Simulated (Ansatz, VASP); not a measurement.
**AlNi2 in VASP and in Ansatz**

```xyz
6
Lattice="3.9740 0.0000 0.0000 -1.9870 3.4416 0.0000 0.0000 0.0000 4.9043" Properties=species:S:1:pos:R:3 pbc="T T T"
Al    0.0000    2.2944    0.9312
Al    1.9870    1.1472    3.9731
Ni    0.0000    2.2944    3.3600
Ni    1.9870    1.1472    1.5443
Ni    0.0000    0.0000    2.4521
Ni    0.0000    0.0000    0.0000
```

Alike in both runs: task single point; functional PBEsol; k mesh 12 × 12 × 8; occupations methfessel-paxton of order 1, width 0.2 eV; no spin polarisation.

|  | VASP | Ansatz |
| --- | --- | --- |
| version | VASP 6.6.1 | Ansatz 0.2.0 |
| potentials or method | VASP PAW PBE potentials, release 64 (Al, Ni), cutoff 520 eV | scalar-relativistic, plane waves, PAW |
| valence electrons in the cell | 46 | 78 |

Ansatz gave:

| Quantity | Value |
| --- | --- |
| gap on the k mesh at the Fermi level (eV) | none |
| pressure (GPa) | 0.1 |
| rms of the force components (eV/Å) | 0.021 |

Problem. Estimate VASP's values.

Solution. gap on the k mesh at the Fermi level (eV): none; pressure (GPa): 0.2; rms of the force components (eV/Å): 0.022.

VASP's potentials were made for PBE, not for PBEsol. Atom by atom the forces differ by 0.004 eV/Å (rms over components). A gap of «none» marks a metal or a gap that the smearing closes. VASP's potentials hold 46 valence electrons a cell and Ansatz's 78, so a difference there can come from the potentials and not from the codes.
